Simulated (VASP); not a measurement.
# CuO (P1) in VASP: notebook

Aim: see how the results for CuO move with the level of theory and the settings. Levels: LDA, PBE, PBEsol+U. Tasks: single point.

All numbers are computed with VASP 6.6.1; they aren't measurements. Logs are shortened: lines on timing, memory, paths and dates and some standing lists are left out, and cuts for length are marked.

**1. The cell of the first run**

The typed cell holds 8 atoms: a = 2.900 Å, b = 5.544 Å, c = 5.643 Å, α = 113.11°, β = 101.64°, γ = 92.01°.

**2. Single point, LDA**

INCAR

```
PREC     = Accurate       # precision mode
ENCUT    = 520            # plane-wave cutoff, eV
EDIFF    = 1E-7           # SCF threshold, eV
ISMEAR   = -1             # smearing method
SIGMA    = 0.05           # smearing width, eV
LREAL    = F              # projectors in reciprocal space
LASPH    = T              # aspherical terms in the spheres
NELM     = 100            # most SCF steps
ALGO     = Normal         # electronic algorithm
ISIF     = 2              # what is computed and relaxed
LWAVE    = F              # write WAVECAR
LCHARG   = F              # write CHGCAR
NBANDS   = 44             # bands
```

KPOINTS

```
Automatic mesh
0
Gamma
  9 5 5
```

POSCAR

```
CuO
1.0
    2.3418500000     -1.7113000000      0.0000000000
   -1.4918200000     -1.7113000000     -5.0578700000
    2.3418500000      5.1339000000      0.0000000000
Cu O
4 4
Direct
    0.3213271600      0.9565765600      0.2905417800
    0.6786728400      0.0434234400      0.7094582200
    0.3225567000      0.5218645100      0.6836463300
    0.6774433000      0.4781354900      0.3163536700
    0.4176716400      0.7073204800      0.0098998500
    0.4139283600      0.7926795200      0.6585001500
    0.2249395900      0.3481680500      0.0734239800
    0.9434604100      0.1518319500      0.2581760200
```

Potentials or basis: VASP PAW LDA potentials, release 64 (Cu, O).

On the command line:

```sh
$ cat potpaw_LDA.64/Cu/POTCAR potpaw_LDA.64/O/POTCAR > POTCAR
$ mpirun -np 1 vasp_std > vasp.out
```

OUTCAR:

```text
PREC = Accurate
   ENCUT = 520
   EDIFF = 1E-7
   ISMEAR = -1
   LREAL = F
   LASPH = T
   NELM = 100
   ISIF = 2

 ion  position               nearest neighbor table
   1  0.321  0.957  0.291-   8 1.60   5 1.73   8 2.15   2 2.23
   2  0.679  0.043  0.709-   6 1.46   1 2.23   7 2.31
   3  0.323  0.522  0.684-   6 1.58   5 1.68   4 2.42   4 2.43
   4  0.677  0.478  0.316-   7 1.60   8 1.93   7 2.26   6 2.32   3 2.42   3 2.43
   5  0.418  0.707  0.010-   3 1.68   1 1.73
   6  0.414  0.793  0.659-   2 1.46   3 1.58   4 2.32
   7  0.225  0.348  0.073-   4 1.60   4 2.26   2 2.31
   8  0.943  0.152  0.258-   1 1.60   4 1.93   1 2.15

  LATTYP: Found a triclinic cell.
 ALAT       =     5.8009685786
 B/A-ratio  =     1.6360783372
 C/A-ratio  =     2.0759489700
 COS(alpha) =     0.0013450221
 COS(beta)  =     0.5225206785
 COS(gamma) =     0.8445132113

  Lattice vectors:

 A1 = (  -4.6837000000,  -3.4226000000,   0.0000000000)
 A2 = (  -6.1755200000,  -5.1339000000,  -5.0578700000)
 A3 = (  -4.0419100000,  -5.1339000000,  10.1157400000)

Analysis of symmetry for initial positions (statically):
=====================================================================
 Subroutine PRICEL returns:
 Original cell was already a primitive cell.

 Routine SETGRP: Setting up the symmetry group for a
 triclinic supercell.

 Subroutine GETGRP returns: Found  1 space group operations
 (whereof  1 operations were pure point group operations)
 out of a pool of  2 trial point group operations.

The static configuration has the point symmetry C_1 .

Analysis of symmetry for dynamics (positions and initial velocities):
=====================================================================
 Subroutine PRICEL returns:
 Original cell was already a primitive cell.

 Routine SETGRP: Setting up the symmetry group for a
 triclinic supercell.

 Subroutine GETGRP returns: Found  1 space group operations
 (whereof  1 operations were pure point group operations)
 out of a pool of  2 trial point group operations.

The dynamic configuration has the point symmetry C_1 .

 Subroutine INISYM returns: Found  1 space group operations
 (whereof  1 operations are pure point group operations),
 and found     1 'primitive' translations

----------------------------------------------------------------------------------------

                                     Primitive cell

  volume of cell :      81.0798

  direct lattice vectors                    reciprocal lattice vectors
     2.341850000 -1.711300000  0.000000000     0.320259624 -0.146087770 -0.045032734
    -1.491820000 -1.711300000 -5.057870000     0.000000000  0.000000000 -0.197711685
     2.341850000  5.133900000  0.000000000     0.106753208  0.146087770 -0.080914806

  length of vectors
     2.900484289  5.544016914  5.642799893     0.354874358  0.197711685  0.198204666

  position of ions in fractional coordinates (direct lattice)
     0.321327160  0.956576560  0.290541780
     0.678672840  0.043423440  0.709458220
     0.322556700  0.521864510  0.683646330
     0.677443300  0.478135490  0.316353670
     0.417671640  0.707320480  0.009899850
     0.413928360  0.792679520  0.658500150
     0.224939590  0.348168050  0.073423980
     0.943460410  0.151831950  0.258176020

  ion indices of the primitive-cell ions
   primitive index   ion index
                 1           1
                 2           2
                 3           3
                 4           4
                 5           5
                 6           6
                 7           7
                 8           8

----------------------------------------------------------------------------------------

 KPOINTS: Automatic mesh

Automatic generation of k-mesh.
 Grid dimensions read from file:
 generate k-points for:    9    5    5

 Generating k-lattice:

  Cartesian coordinates                     Fractional coordinates (reciprocal lattice)
     0.035584403 -0.016231974 -0.005003637     0.111111111 -0.000000000  0.000000000
     0.000000000  0.000000000 -0.039542337     0.000000000  0.200000000  0.000000000
     0.021350642  0.029217554 -0.016182961     0.000000000  0.000000000  0.200000000

  Length of vectors
     0.039430484  0.039542337  0.039640933

  Shift w.r.t. Gamma in fractional coordinates (k-lattice)
     0.000000000  0.000000000  0.000000000

 Subroutine IBZKPT returns following result:
 ===========================================

 Found    113 irreducible k-points:

 Following reciprocal coordinates:
            Coordinates               Weight
  0.000000  0.000000  0.000000      1.000000
  0.111111 -0.000000 -0.000000      2.000000
  0.222222 -0.000000 -0.000000      2.000000
  0.333333  0.000000 -0.000000      2.000000
  0.444444 -0.000000 -0.000000      2.000000
  0.000000  0.200000  0.000000      2.000000
[... 16 lines left out ...]
 -0.111111  0.400000  0.000000      2.000000
 -0.000000  0.000000  0.200000      2.000000
 [... further k-points ...]
[... 28 lines left out ...]
   PSTRESS=    0.0 pullay stress
   NELECT =      68.0000    total number of electrons
   NUPDOWN=      -1.0000    fix difference up-down
   EMIN   =  10.00;   EMAX   =-10.00  energy-range for DOS
   EFERMI =   0.00;   METHOD = LEGACY
   ISMEAR =    -1;   SIGMA  =   0.05  broadening in eV -4-tet -1-fermi 0-gaus
   EFERMI_NEDOS =   21; number of points for ismear=-14 and -15
   IALGO  =     38    algorithm
   IMIX   =      4    mixing-type and parameters
     AMIX     =   0.40;   BMIX     =  1.00
     AMIX_MAG =   1.60;   BMIX_MAG =  1.00
  volume/ion in A,a.u.               =      10.13        68.39
  Fermi-wavevector in a.u.,A,eV,Ry     =   1.543856  2.917465 32.429376  2.383492
  Thomas-Fermi vector in A             =   2.649460
   LORBIT       =      0    0 simple, 1 ext, 2 COOP (PROOUT), +10 PAW based schemes
   GGA     = CA    functional components
   LHFCALC =     F    Hartree Fock is set to
   AEXX    =    0.0000 exact exchange contribution
   IVDW    =     0    specifies the selected vdW correction
   LEPSILON=     F    determine dielectric tensor
   LRPA    =     F    only Hartree local field effects (RPA)
 non-spin polarized calculation
  energy-cutoff  :      520.00
  volume of cell :       81.08
 maximum number of plane-waves:      2213
 NGX is ok and might be reduce to    24
   NGX = 11   NGY = 21   NGZ = 21

 number of electron      68.0000012 magnetization

 Free energy of the ion-electron system (eV)
  ---------------------------------------------------
  ext. energy  EPLUGINS =         0.00000000
  ---------------------------------------------------
  free energy    TOTEN  =       -35.54950272 eV

  energy without entropy =      -35.50611996  energy(sigma->0) =      -35.52781134

 E-fermi :   5.3414     XC(G=0): -12.3613

 val. band max:        5.3390878049   @ k =  -0.3333   0.4000   0.4000
 cond. band min:       5.3474615404   @ k =   0.0000   0.0000   0.0000
 fundamental gap:      0.0083737356
 Fermi energy:         5.3414089822

 k-point     1 :       0.0000    0.0000    0.0000
  band No.  band energies     occupation
      1     -15.2377      2.00000
      2     -14.4745      2.00000
      3     -12.8598      2.00000
      4     -12.4138      2.00000
      5      -3.6721      2.00000
      6      -2.5706      2.00000
[... 36 lines left out ...]
     43      14.9467      0.00000
     44      18.0518      0.00000

 k-point     2 :       0.1111   -0.0000   -0.0000
  band No.  band energies     occupation
      1     -15.1784      2.00000
      2     -14.4214      2.00000
      3     -12.8531      2.00000
      4     -12.3758      2.00000
      5      -3.6466      2.00000
      6      -2.5281      2.00000
[... 36 lines left out ...]
     43      15.1968      0.00000
     44      16.7602      0.00000

 k-point     3 :       0.2222   -0.0000   -0.0000
  band No.  band energies     occupation
      1     -15.0287      2.00000
      2     -14.2699      2.00000
      3     -12.8462      2.00000
      4     -12.2781      2.00000
      5      -3.6013      2.00000
      6      -2.4407      2.00000
[... 976 lines left out ...]
     43      15.7342      0.00000
     44      16.6039      0.00000

 k-point    24 :      -0.0000    0.0000    0.2000
  band No.  band energies     occupation
      1     -15.1943      2.00000
      2     -14.5133      2.00000
      3     -12.8826      2.00000
      4     -12.4111      2.00000
      5      -3.6467      2.00000
      6      -2.5536      2.00000
[... 36 lines left out ...]
     43      15.6592      0.00000
     44      17.5581      0.00000

 [... further k-points ...]

------------------------ aborting loop because EDIFF is reached ----------------------------------------

  FORCE on cell =-STRESS in cart. coord.  units (eV):
  Direction    XX          YY          ZZ          XY          YZ          ZX
  --------------------------------------------------------------------------------------
  -------------------------------------------------------------------------------------
  Total       17.3466688     13.4659986     32.0298597      1.0803168     10.6252339     -0.9734379
  in kB      342.7786709    266.0947278    632.9257138     21.3475885    209.9598252    -19.2356097
  external PRESSURE =     413.9330375 kB  Pullay stress =       0.0000000 kB

 VOLUME and BASIS-vectors are now :
 -----------------------------------------------------------------------------
  energy-cutoff  :      520.00
  volume of cell :       81.08
      direct lattice vectors                 reciprocal lattice vectors
     2.341850000 -1.711300000  0.000000000     0.320259624 -0.146087770 -0.045032734
    -1.491820000 -1.711300000 -5.057870000     0.000000000  0.000000000 -0.197711685
     2.341850000  5.133900000  0.000000000     0.106753208  0.146087770 -0.080914806

 POSITION                                       TOTAL-FORCE (eV/Angst)
 -----------------------------------------------------------------------------------
      0.00587     -0.69526     -4.83824         3.228434     -0.883487      2.520212
      3.18601      2.40656     -0.21963         5.063319     -4.982310    -13.561039
      1.57785      2.06471     -2.63952         0.406200      2.146494      7.707537
      1.61403     -0.35341     -2.41835         4.911438     -0.099726     -2.525455
     -0.05389     -1.87437     -3.57754         1.865562      2.119681      0.729537
      1.32893      1.31581     -4.00927        -5.404997      1.322693      6.198550
      0.17932     -0.60381     -1.76099        -6.464468     -1.444219      2.366652
      2.58755     -0.54892     -0.76795        -3.605486      1.820874     -3.435995
 -----------------------------------------------------------------------------------
    total drift:                                0.000208      0.000106      0.000468

  FREE ENERGIE OF THE ION-ELECTRON SYSTEM (eV)
  ---------------------------------------------------
  free  energy   TOTEN  =       -35.5495027161 eV

  energy  without entropy=      -35.5061199612  energy(sigma->0) =      -35.52781134
```

Run time: 7.2 min. Hardware: 1 thread of AMD EPYC 7R13 (Zen 3), shared host; peak memory 0.35 GiB.

Results:

- Free energy: -35.5495 eV
- Pressure: 41.4 GPa
- Largest force: 15.309 eV/Å
- Band gap on the k mesh: zero (bands 34 and 35 overlap by 0.26 eV)

Forces on the atoms (eV/Å):
```
Cu    3.228  -0.883   2.520
Cu    5.063  -4.982 -13.561
Cu    0.406   2.146   7.708
Cu    4.911  -0.100  -2.525
O     1.866   2.120   0.730
O    -5.405   1.323   6.199
O    -6.464  -1.444   2.367
O    -3.605   1.821  -3.436
```

Caveat: the cell stands under pressure; semilocal functionals often make such compounds metallic where correlation or magnetic order opens a gap, which also shifts bond lengths; forces of over 1 eV/Å act on the atoms, so gaps and moduli don't describe the material at rest.

**3. Single point, PBE**

INCAR

```
SYSTEM = CuO
ALGO = Normal ; EDIFF = 1E-6
ENCUT = 520 ; GGA = PE
ISIF = 2 ; ISMEAR = -1
LASPH = .TRUE. ; LCHARG = .TRUE.
LELF = .TRUE. ; LREAL = .FALSE.
LVHAR = .TRUE. ; LWAVE = .FALSE.
NBANDS = 44 ; NELM = 60
PREC = Accurate ; SIGMA = 0.05
```

KPOINTS

```
k-points
0
G
  5 3 3
  0 0 0
```

POSCAR is that of step 2.

Potentials or basis: VASP PAW PBE potentials, release 64 (Cu, O).

On the command line:

```sh
$ cat potpaw_PBE.64/Cu/POTCAR potpaw_PBE.64/O/POTCAR > POTCAR
$ mpirun -np 1 vasp_std > vasp.out
```

It took 74 s on 1 thread of Intel Xeon Platinum 8488C (Sapphire Rapids), shared host; peak memory 0.22 GiB.

It converged, with:

| Quantity | Value |
| --- | --- |
| Free energy | -27.5718 eV |
| Pressure | 56.7 GPa |
| Largest force | 16.366 eV/Å |
| Band gap on the k mesh | zero (bands 34 and 35 overlap by 0.20 eV) |

Forces on the atoms (eV/Å):
```
Cu    3.569  -0.562   2.669
Cu    5.424  -5.317 -14.497
Cu    0.458   2.275   8.681
Cu    5.257  -0.079  -3.120
O     2.051   2.125   0.733
O    -5.749   1.457   6.383
O    -7.039  -1.731   2.680
O    -3.971   1.831  -3.529
```

Stress tensor (GPa, compression positive):
```
48.61  3.29 -2.52
 3.29 40.90 21.04
-2.52 21.04 80.55
```

Levels at points of the mesh, in eV from the Fermi level:
```
           k point  band 31  band 32  band 33  band 34  band 35  band 36  band 37  band 38
(0.00, 0.00, 0.00)    -0.58    -0.39    -0.27     0.02     0.22     0.38     0.65     4.19
```

Caveat: the k points lie up to 0.45 Å⁻¹ apart; semilocal functionals often make such compounds metallic where correlation or magnetic order opens a gap, which also shifts bond lengths; forces of over 1 eV/Å act on the atoms, so gaps and moduli don't describe the material at rest.

**4. Single point, PBEsol+U**

INCAR

```
SYSTEM = CuO
ALGO = Normal
EDIFF = 1E-6
ENCUT = 520
GGA = PS
ISIF = 2
ISMEAR = -1
LASPH = .TRUE.
LCHARG = .FALSE.
LDAU = .TRUE.
LDAUJ = 0 0
LDAUL = 2 -1
LDAUPRINT = 1
LDAUTYPE = 2
LDAUU = 5.3 0
LMAXMIX = 4
LREAL = .FALSE.
LWAVE = .FALSE.
NBANDS = 44
NELM = 150
PREC = Accurate
SIGMA = 0.05
```

KPOINTS

```
k-points
0
G
  9 5 5
  0 0 0
```

POSCAR is that of step 3.

On the command line:

```sh
$ cat potpaw_PBE.64/Cu/POTCAR potpaw_PBE.64/O/POTCAR > POTCAR
$ mpirun -np 1 vasp_std > vasp.out
```

Run time: 5.6 min. Hardware: 1 thread of Oxide Virtual Turin-like, shared host; peak memory 0.37 GiB.

The run converged. Its results:

```
Free energy            : -25.5119 eV
Pressure               : 38.4 GPa
Largest force          : 13.687 eV/Å
Band gap on the k mesh : zero (bands 34 and 35 overlap by 0.27 eV)
```

Forces in eV/Å, atoms in the order of the input:
```
Cu    2.849  -0.646   2.256
Cu    4.615  -4.455 -12.090
Cu    0.300   1.936   6.748
Cu    4.385  -0.105  -2.489
O     1.707   1.830   1.059
O    -4.928   1.202   5.876
O    -5.901  -1.416   2.037
O    -3.029   1.654  -3.396
```

Stress tensor (GPa, compression positive):
```
33.16  0.70 -1.75
 0.70 24.57 17.77
-1.75 17.77 57.53
```

Levels at points of the mesh, in eV from the Fermi level:
| k point | band 30 | band 31 | band 32 | band 33 | band 34 | band 35 | band 36 | band 37 | band 38 | band 39 |
| --- | --- | --- | --- | --- | --- | --- | --- | --- | --- | --- |
| (0.00, 0.00, 0.00) | -0.92 | -0.76 | -0.49 | -0.29 | 0.07 | 0.22 | 0.50 | 0.70 | 4.51 | 4.97 |

Eigenvalues of the final occupation matrices:
| site | spin | trace | eigenvalues |
| --- | --- | --- | --- |
| site 1 d | 1 | 4.71 | 0.90 0.94 0.95 0.96 0.96 |
| site 1 d | 2 | 4.71 | 0.90 0.94 0.95 0.96 0.96 |
| site 2 d | 1 | 4.78 | 0.91 0.95 0.96 0.97 0.98 |
| site 2 d | 2 | 4.78 | 0.91 0.95 0.96 0.97 0.98 |
| site 3 d | 1 | 4.73 | 0.85 0.95 0.96 0.97 0.99 |
| site 3 d | 2 | 4.73 | 0.85 0.95 0.96 0.97 0.99 |
| site 4 d | 1 | 4.72 | 0.88 0.94 0.95 0.97 0.98 |
| site 4 d | 2 | 4.72 | 0.88 0.94 0.95 0.97 0.98 |

Caveat: the cell stands under pressure; the PAW data sets were made with another functional, which shifts forces and pressure a little; U without spin polarisation on a metal has little footing.

**5. Single point, PBEsol+U**

This run uses another cell than the first one, of 11.39 Å³/atom.

INCAR

```
SYSTEM = CuO
PREC = Accurate ; ENCUT = 520
EDIFF = 1E-6 ; ISMEAR = -1
SIGMA = 0.05 ; LREAL = .FALSE.
LASPH = .TRUE. ; NELM = 150
ALGO = Fast ; ISIF = 2
LWAVE = .FALSE. ; LCHARG = .FALSE.
LMAXMIX = 4 ; LDAU = .TRUE.
LDAUTYPE = 2 ; LDAUL = 2 -1
LDAUU = 4.5 0 ; LDAUJ = 0 0
LDAUPRINT = 1 ; GGA = PS
NBANDS = 44
```

KPOINTS

```
Automatic mesh
0
G
  9 5 5
  0 0 0
```

POSCAR

```
CuO
1.0
    2.3956675624     -1.6430947233      0.4540163522
   -2.5414104028     -1.6906267058     -5.1346356247
    2.9955529635      5.7502048892      0.0636550461
Cu O
4 4
Direct
    0.0979463873      0.9264562413      0.1609112636
    0.9003530501      0.0879389067      0.8341772075
    0.1183935925      0.4062190947      0.6477612146
    0.9087398504      0.5915380085      0.3608594076
    0.3630691237      0.6365341792     -0.0078425610
    0.5594587666      0.7247021363      0.5913509356
    0.2567778856      0.4597234376      0.0977538581
    0.7952613437      0.1668879956      0.3150286739
```

On the command line:

```sh
$ cat potpaw_PBE.64/Cu/POTCAR potpaw_PBE.64/O/POTCAR > POTCAR
$ mpirun -np 1 vasp_std > vasp.out
```

Wall time 14 min (1 thread of Oxide Virtual Turin-like, shared host); peak memory 0.43 GiB.

The run converged. Its results:

```yaml
Free_energy: -34.4187 eV
Pressure: -3.7 GPa
Largest_force: 0.627 eV/Å
Band_gap_on_the_k_mesh: zero (bands 34 and 35 overlap by 0.47 eV)
```

Forces in eV/Å, atoms in the order of the input:
```
Cu   0.051  0.021 -0.142
Cu  -0.021  0.016  0.085
Cu  -0.076 -0.112 -0.077
Cu   0.082  0.130  0.042
O   -0.280 -0.514 -0.227
O   -0.005 -0.089 -0.194
O    0.135  0.392  0.447
O    0.114  0.155  0.065
```

Stress tensor (GPa, compression positive):
```
-3.91  0.26  1.86
 0.26 -2.48  2.10
 1.86  2.10 -4.68
```

Levels at points of the mesh, in eV from the Fermi level:
```csv
k point,band 30,band 31,band 32,band 33,band 34,band 35,band 36,band 37,band 38,band 39
"(0.00, 0.00, 0.00)",-2.25,-1.70,-1.54,-1.17,0.29,0.79,1.36,2.33,4.03,5.08
```

Eigenvalues of the final occupation matrices:
```csv
site,spin,trace,eigenvalues
site 1 d,1,4.66,0.83 0.93 0.96 0.96 0.97
site 1 d,2,4.66,0.83 0.93 0.96 0.96 0.97
site 2 d,1,4.68,0.86 0.95 0.95 0.96 0.96
site 2 d,2,4.68,0.86 0.95 0.95 0.96 0.96
site 3 d,1,4.68,0.86 0.95 0.96 0.96 0.96
site 3 d,2,4.68,0.86 0.95 0.96 0.96 0.96
site 4 d,1,4.67,0.83 0.95 0.96 0.96 0.97
site 4 d,2,4.67,0.83 0.95 0.96 0.96 0.97
```

Caveat: the cell stands under tension; the PAW data sets were made with another functional, which shifts forces and pressure a little; U without spin polarisation on a metal has little footing.

**6. The runs side by side**

```tsv
level	potentials or basis	U	cell	k mesh	gap on the mesh (eV)	pressure (GPa)	largest force (eV/Å)
LDA	VASP PAW LDA potentials, release 64 (Cu, O)	-	a = 2.900, b = 5.544, c = 5.643 Å, angles 113.1, 101.6, 92.0°, 8 atoms, atomic positions A	9 × 5 × 5	none	41.4	15.31
PBE	VASP PAW PBE potentials, release 64 (Cu, O)	-	a = 2.900, b = 5.544, c = 5.643 Å, angles 113.1, 101.6, 92.0°, 8 atoms, atomic positions A	5 × 3 × 3	none	56.7	16.37
PBEsol+U	VASP PAW PBE potentials, release 64 (Cu, O)	Cu d U = 5.3 eV	a = 2.900, b = 5.544, c = 5.643 Å, angles 113.1, 101.6, 92.0°, 8 atoms, atomic positions A	9 × 5 × 5	none	38.4	13.69
PBEsol+U	VASP PAW PBE potentials, release 64 (Cu, O)	Cu d U = 4.5 eV	a = 2.940, b = 5.973, c = 6.484 Å, angles 117.1, 96.8, 108.7°, 8 atoms, atomic positions B	9 × 5 × 5	none	-3.7	0.63
```

Alike in all rows: task single point; no spin polarisation; cutoff (eV) 520; smearing fermi-dirac 0.05 eV.

Caveats: some runs use coarse meshes; the cell stands under pressure (at least some runs); semilocal functionals often make such compounds metallic where correlation or magnetic order opens a gap, which also shifts bond lengths (at least some runs); forces of over 1 eV/Å act on the atoms, so gaps and moduli don't describe the material at rest (at least some runs); the PAW data sets were made with another functional, which shifts forces and pressure a little (at least some runs); U without spin polarisation on a metal has little footing (at least some runs); the cell stands under tension (at least some runs).

Total energies depend on the potentials used, so only differences within one code and one set of settings carry meaning.
